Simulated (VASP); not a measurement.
# TaN (P-6m2) in VASP: notebook

The runs below take TaN through single point, with LDA.

All numbers are computed with VASP 6.6.1; they aren't measurements. Logs are shortened: lines on timing, memory, paths and dates and some standing lists are left out, and cuts for length are marked.

## Step 1: The cell of the first run

It takes space group P-6m2 (No. 187, hexagonal). The conventional cell has a = 2.875 Å, b = 2.875 Å, c = 2.827 Å, α = 90.00°, β = 90.00°, γ = 120.00°. Within 2.9 Å of Ta (site symmetry -6m2) lie 6 N at 2.18 Å and 8 Ta at 2.83 to 2.88 Å. N (site symmetry -6m2) has 6 Ta at 2.18 Å and 8 N at 2.83 to 2.88 Å within 2.9 Å.

## Step 2: Single point, LDA (10.12 Å³/atom)

Input file INCAR:

```
  PREC = Accurate
  ENCUT = 520
  EDIFF = 1E-7
  ISMEAR = 0
  SIGMA = 0.1
  LREAL = F
  LASPH = T
  NELM = 80
  ALGO = Normal
  ISIF = 2
  LWAVE = F
  LCHARG = F
  NBANDS = 15
```

Input file KPOINTS:

```
regular mesh
0
Gamma
  18 18 14
```

Input file POSCAR:

```
TaN
1.0
    2.8752024682      0.0000000000      0.0000000000
   -1.4376012341      2.4899983784      0.0000000000
    0.0000000000      0.0000000000      2.8265936004
Ta N
1 1
Direct
    0.0000000000      0.0000000000      0.5000000000
    0.6666666667      0.3333333333      0.0000000000
```

Potentials or basis: VASP PAW LDA potentials, release 64 (Ta_pv, N).

On the command line:

```
cat potpaw_LDA.64/Ta_pv/POTCAR potpaw_LDA.64/N/POTCAR > POTCAR
mpirun -np 1 vasp_std > vasp.out
```

OUTCAR:

```text
PREC = Accurate
   ENCUT = 520
   EDIFF = 1E-7
   ISMEAR = 0
   LREAL = F
   LASPH = T
   NELM = 80
   ISIF = 2

 ion  position               nearest neighbor table
   1  0.000  0.000  0.500-   2 2.18   2 2.18   2 2.18   2 2.18   2 2.18   2 2.18
   2  0.667  0.333  0.000-   1 2.18   1 2.18   1 2.18   1 2.18   1 2.18   1 2.18

  LATTYP: Found a hexagonal cell.
 ALAT       =     2.8752024682
 C/A-ratio  =     0.9830937583

  Lattice vectors:

 A1 = (   2.8752024682,   0.0000000000,   0.0000000000)
 A2 = (  -1.4376012341,   2.4899983784,   0.0000000000)
 A3 = (   0.0000000000,   0.0000000000,   2.8265936004)

Analysis of symmetry for initial positions (statically):
=====================================================================
 Subroutine PRICEL returns:
 Original cell was already a primitive cell.

 Routine SETGRP: Setting up the symmetry group for a
 hexagonal supercell.

 Subroutine GETGRP returns: Found 12 space group operations
 (whereof 12 operations were pure point group operations)
 out of a pool of 24 trial point group operations.

The static configuration has the point symmetry D_3h.

Analysis of symmetry for dynamics (positions and initial velocities):
=====================================================================
 Subroutine PRICEL returns:
 Original cell was already a primitive cell.

 Routine SETGRP: Setting up the symmetry group for a
 hexagonal supercell.

 Subroutine GETGRP returns: Found 12 space group operations
 (whereof 12 operations were pure point group operations)
 out of a pool of 24 trial point group operations.

The dynamic configuration has the point symmetry D_3h.

 Subroutine INISYM returns: Found 12 space group operations
 (whereof 12 operations are pure point group operations),
 and found     1 'primitive' translations

----------------------------------------------------------------------------------------

                                     Primitive cell

  volume of cell :      20.2363

  direct lattice vectors                    reciprocal lattice vectors
     2.875202468  0.000000000  0.000000000     0.347801593  0.200803344  0.000000000
    -1.437601234  2.489998378  0.000000000     0.000000000  0.401606687  0.000000000
     0.000000000  0.000000000  2.826593600     0.000000000  0.000000000  0.353782730

  length of vectors
     2.875202468  2.875202468  2.826593600     0.401606687  0.401606687  0.353782730

  position of ions in fractional coordinates (direct lattice)
     0.000000000  0.000000000  0.500000000
     0.666666667  0.333333333  0.000000000

  ion indices of the primitive-cell ions
   primitive index   ion index
                 1           1
                 2           2

----------------------------------------------------------------------------------------

 KPOINTS: regular mesh

Automatic generation of k-mesh.
 Grid dimensions read from file:
 generate k-points for:   18   18   14

 Generating k-lattice:

  Cartesian coordinates                     Fractional coordinates (reciprocal lattice)
     0.019322311  0.011155741  0.000000000     0.055555556  0.000000000  0.000000000
     0.000000000  0.022311483  0.000000000     0.000000000  0.055555556  0.000000000
     0.000000000  0.000000000  0.025270195     0.000000000  0.000000000  0.071428571

  Length of vectors
     0.022311483  0.022311483  0.025270195

  Shift w.r.t. Gamma in fractional coordinates (k-lattice)
     0.000000000  0.000000000  0.000000000

 Subroutine IBZKPT returns following result:
 ===========================================

 Found    296 irreducible k-points:

 Following reciprocal coordinates:
            Coordinates               Weight
  0.000000  0.000000  0.000000      1.000000
  0.055556  0.000000  0.000000      6.000000
  0.111111  0.000000  0.000000      6.000000
  0.166667  0.000000  0.000000      6.000000
  0.222222  0.000000  0.000000      6.000000
  0.277778  0.000000  0.000000      6.000000
[... 16 lines left out ...]
  0.333333  0.111111  0.000000     12.000000
  0.388889  0.111111  0.000000     12.000000
 [... further k-points ...]
   k-points           NKPTS =    296   k-points in BZ     NKDIM =    296   number of bands    NBANDS=     15
   number of dos      NEDOS =    301   number of ions     NIONS =      2
   total plane-waves  NPLWV =  13824
   dimension x,y,z NGX =    24 NGY =   24 NGZ =   24
   dimension x,y,z NGXF=    48 NGYF=   48 NGZF=   48
   ions per type =               1   1
   NGX,Y,Z   is equivalent  to a cutoff of  13.88, 13.88, 14.12 a.u.
   NGXF,Y,Z  is equivalent  to a cutoff of  27.75, 27.75, 28.23 a.u.
 SYSTEM =  unknown system
   PREC   = accura    normal or accurate (medium, high low for compatibility)
   ISTART =      0    job   : 0-new  1-cont  2-samecut
   ICHARG =      2    charge: 1-file 2-atom 10-const
   ISPIN  =      1    spin polarized calculation?
   LNONCOLLINEAR =      F non collinear calculations
   LSORBIT =      F    spin-orbit coupling
   LASPH  =      T    aspherical Exc in radial PAW
   ENCUT  =  520.0 eV  38.22 Ry    6.18 a.u.   5.35  5.35  5.26*2*pi/ulx,y,z
   NELM   =     80;   NELMIN=  2; NELMDL= -5     # of ELM steps
   EDIFF  = 0.1E-06   stopping-criterion for ELM
   LREAL  =      F    real-space projection
   EDIFFG = 0.1E-05   stopping-criterion for IOM
   NSW    =      0    number of steps for IOM
   IBRION =     -1    ionic relax: 0-MD 1-quasi-New 2-CG
   NFREE  =      0    steps in history (QN), initial steepest desc. (CG)
   ISIF   =      2    stress and relaxation
   ISYM   =      2    0-nonsym 1-usesym 2-fastsym
   POTIM  = 0.5000    time-step for ionic-motion
   TEBEG  =    0.0;   TEEND  =   0.0 temperature during run
   PSTRESS=    0.0 pullay stress
   NELECT =      16.0000    total number of electrons
   NUPDOWN=      -1.0000    fix difference up-down
   EMIN   =  10.00;   EMAX   =-10.00  energy-range for DOS
   EFERMI =   0.00;   METHOD = LEGACY
   ISMEAR =     0;   SIGMA  =   0.10  broadening in eV -4-tet -1-fermi 0-gaus
   EFERMI_NEDOS =   21; number of points for ismear=-14 and -15
   IALGO  =     38    algorithm
   IMIX   =      4    mixing-type and parameters
     AMIX     =   0.40;   BMIX     =  1.00
     AMIX_MAG =   1.60;   BMIX_MAG =  1.00
  volume/ion in A,a.u.               =      10.12        68.28
  Fermi-wavevector in a.u.,A,eV,Ry     =   1.513809  2.860685 31.179369  2.291619
  Thomas-Fermi vector in A             =   2.623551
   LORBIT       =      0    0 simple, 1 ext, 2 COOP (PROOUT), +10 PAW based schemes
   GGA     = CA    functional components
   LHFCALC =     F    Hartree Fock is set to
   AEXX    =    0.0000 exact exchange contribution
   IVDW    =     0    specifies the selected vdW correction
   LEPSILON=     F    determine dielectric tensor
   LRPA    =     F    only Hartree local field effects (RPA)
 non-spin polarized calculation
 Gauss-broadening in eV      SIGMA  =   0.10
  energy-cutoff  :      520.00
  volume of cell :       20.24
 maximum number of plane-waves:       574
 NGX is ok and might be reduce to    24
   NGX = 11   NGY = 11   NGZ = 11

 number of electron      15.9999999 magnetization

 Free energy of the ion-electron system (eV)
  ---------------------------------------------------
  ext. energy  EPLUGINS =         0.00000000
  ---------------------------------------------------
  free energy    TOTEN  =       -24.68488602 eV

  energy without entropy =      -24.68461613  energy(sigma->0) =      -24.68475108

 E-fermi :   8.7447     XC(G=0): -13.9244

 val. band max:        8.6950330318   @ k =   0.0000   0.0000   0.4286
 cond. band min:       8.7733423426   @ k =   0.0556   0.0000   0.5000
 fundamental gap:      0.0783093108
 Fermi energy:         8.7447231695

 k-point     1 :       0.0000    0.0000    0.0000
  band No.  band energies     occupation
      1     -25.6670      2.00000
      2     -25.3569      2.00000
      3     -25.3569      2.00000
      4      -9.2217      2.00000
      5       3.9808      2.00000
      6       3.9808      2.00000
      7       4.2863      2.00000
      8       5.8421      2.00000
      9      11.6616      0.00000
     10      12.6627      0.00000
     11      12.6627      0.00000
     12      13.0934      0.00000
     13      13.0934      0.00000
     14      21.4087      0.00000
     15      22.4736      0.00000

 k-point     2 :       0.0556    0.0000    0.0000
  band No.  band energies     occupation
      1     -25.6614      2.00000
      2     -25.4010      2.00000
      3     -25.3661      2.00000
      4      -9.1471      2.00000
      5       3.7611      2.00000
      6       4.0371      2.00000
      7       4.4062      2.00000
      8       5.7342      2.00000
      9      11.9161      0.00000
     10      12.5074      0.00000
     11      12.6712      0.00000
     12      13.0557      0.00000
     13      13.1911      0.00000
     14      21.4093      0.00000
     15      22.4514      0.00000

 k-point     3 :       0.1111    0.0000    0.0000
  band No.  band energies     occupation
      1     -25.6452      2.00000
      2     -25.5261      2.00000
      3     -25.3924      2.00000
      4      -8.9324      2.00000
      5       3.2590      2.00000
      6       4.1972      2.00000
      7       4.6707      2.00000
      8       5.4416      2.00000
      9      12.0979      0.00000
     10      12.5933      0.00000
     11      12.7070      0.00000
     12      12.9489      0.00000
     13      13.4437      0.00000
     14      21.4109      0.00000
     15      22.3955      0.00000

 k-point     4 :       0.1667    0.0000    0.0000
  band No.  band energies     occupation
      1     -25.7128      2.00000
      2     -25.6204      2.00000
      3     -25.4324      2.00000
      4      -8.6023      2.00000
      5       2.6269      2.00000
      6       4.4368      2.00000
      7       5.0243      2.00000
      8       5.0352      2.00000
      9      11.6021      0.00000
     10      12.7902      0.00000
     11      12.7976      0.00000
     12      13.4884      0.00000
     13      13.7578      0.00000
     14      21.4134      0.00000
     15      22.3602      0.00000
[... 307 lines left out ...]
 k-point    22 :       0.2778    0.1111    0.0000
  band No.  band energies     occupation
      1     -26.3617      2.00000
      2     -25.6612      2.00000
      3     -25.5175      2.00000
      4      -7.1855      2.00000
      5       0.9119      2.00000
      6       3.7432      2.00000
      7       4.6726      2.00000
      8       6.1745      2.00000
      9      10.8626      0.00000
     10      11.5959      0.00000
     11      14.0140      0.00000
     12      15.0500      0.00000
     13      16.4123      0.00000
     14      21.4209      0.00000
     15      23.0927      0.00000

 k-point    23 :       0.3333    0.1111    0.0000
  band No.  band energies     occupation
      1     -26.5029      2.00000
      2     -25.7117      2.00000
      3     -25.4936      2.00000
      4      -6.8346      2.00000
      5       0.6021      2.00000
      6       3.4955      2.00000
      7       4.5228      2.00000
      8       6.3192      2.00000
      9      11.3588      0.00000
     10      11.3917      0.00000
     11      14.0994      0.00000
     12      15.2019      0.00000
     13      17.2827      0.00000
     14      21.4161      0.00000
     15      22.7939      0.00000

 k-point    24 :       0.3889    0.1111    0.0000
  band No.  band energies     occupation
      1     -26.5934      2.00000
      2     -25.7444      2.00000
      3     -25.4779      2.00000
      4      -6.5975      2.00000
      5       0.4122      2.00000
      6       3.3408      2.00000
      7       4.3747      2.00000
      8       6.3821      2.00000
      9      11.2076      0.00000
     10      12.1377      0.00000
     11      13.8086      0.00000
     12      15.2798      0.00000
     13      18.1951      0.00000
     14      21.3832      0.00000
     15      21.8846      0.00000

 [... further k-points ...]
[... 5 lines left out ...]
  --------------------------------------------------------------------------------------
  -------------------------------------------------------------------------------------
  Total        1.8405210      1.8405210      1.8778593      0.0000000      0.0000000      0.0000000
  in kB      145.7204435    145.7204435    148.6766460      0.0000000      0.0000000      0.0000000
  external PRESSURE =     146.7058443 kB  Pullay stress =       0.0000000 kB

 VOLUME and BASIS-vectors are now :
 -----------------------------------------------------------------------------
  energy-cutoff  :      520.00
  volume of cell :       20.24
      direct lattice vectors                 reciprocal lattice vectors
     2.875202468  0.000000000  0.000000000     0.347801593  0.200803344  0.000000000
    -1.437601234  2.489998378  0.000000000     0.000000000  0.401606687  0.000000000
     0.000000000  0.000000000  2.826593600     0.000000000  0.000000000  0.353782730

 POSITION                                       TOTAL-FORCE (eV/Angst)
 -----------------------------------------------------------------------------------
      0.00000      0.00000      1.41330         0.000000      0.000000      0.000000
      1.43760      0.83000      0.00000        -0.000000      0.000000      0.000000
 -----------------------------------------------------------------------------------
    total drift:                               -0.000000      0.000000      0.000000

  FREE ENERGIE OF THE ION-ELECTRON SYSTEM (eV)
  ---------------------------------------------------
  free  energy   TOTEN  =       -24.6848860226 eV

  energy  without entropy=      -24.6846161294  energy(sigma->0) =      -24.68475108
```

Run time: 89 s. Hardware: 1 thread of Intel Xeon 8259CL, shared host; peak memory 0.21 GiB.

What came out:

```yaml
Free_energy: -24.6849 eV
Pressure: 14.7 GPa
Band_gap_on_the_k_mesh: zero (bands 8 and 9 overlap by 0.38 eV)
```

Caveat: the cell stands under pressure; spin-orbit coupling is left out, which moves the levels of the heavy elements.

## Step 3: Single point, LDA

This run uses another cell than the first one, of 10.43 Å³/atom.

Input file INCAR:

```
ALGO = Normal ; EDIFF = 1E-6
ENCUT = 520 ; GGA = CA
ISIF = 2 ; ISMEAR = 0
LASPH = T ; LCHARG = F
LREAL = F ; LWAVE = F
NBANDS = 15 ; NELM = 60
PREC = Accurate ; SIGMA = 0.1
```

Input file KPOINTS:

```
k-points
0
Gamma
  18 18 14
```

Input file POSCAR:

```
TaN
1.0
    2.9065526802      0.0000000000      0.0000000000
   -1.4532763401      2.5171484585      0.0000000000
    0.0000000000      0.0000000000      2.8514916531
Ta N
1 1
Direct
    0.0000000000      0.0000000000      0.5000000000
    0.6666666667      0.3333333333      0.0000000000
```

Potentials or basis: VASP PAW LDA potentials, release 64 (Ta_pv, N).

On the command line:

```
cat potpaw_LDA.64/Ta_pv/POTCAR potpaw_LDA.64/N/POTCAR > POTCAR
mpirun -np 1 vasp_std > vasp.out
```

It took 85 s on 1 thread of Intel Xeon 8259CL, shared host; peak memory 0.21 GiB.

Results (log left out):

```
Free energy            : -24.7174 eV
Pressure               : 2.0 GPa
Band gap on the k mesh : zero (bands 8 and 9 overlap by 0.38 eV)
```

Stress tensor (GPa, compression positive):
```
1.96 0.00 0.00
0.00 1.96 0.00
0.00 0.00 2.21
```

Levels at points of the mesh, in eV from the Fermi level:
```tsv
k point	band 4	band 5	band 6	band 7	band 8	band 9	band 10	band 11	band 12	band 13
(0.00, 0.00, 0.00)	-17.74	-4.65	-4.65	-4.31	-2.86	2.66	3.78	3.78	4.16	4.16
(0.50, 0.00, 0.00)	-15.27	-8.37	-5.30	-3.57	-3.14	3.12	4.27	5.42	5.56	7.93
(0.00, 0.00, 0.50)	-14.82	-9.46	-3.81	-3.81	-0.08	-0.08	2.58	3.41	3.41	8.63
(0.50, 0.00, 0.50)	-15.68	-7.44	-6.21	-5.83	-0.17	4.47	5.62	6.39	7.39	10.69
```

Caveat: spin-orbit coupling is left out, which moves the levels of the heavy elements.

[end of part 1 of 2]
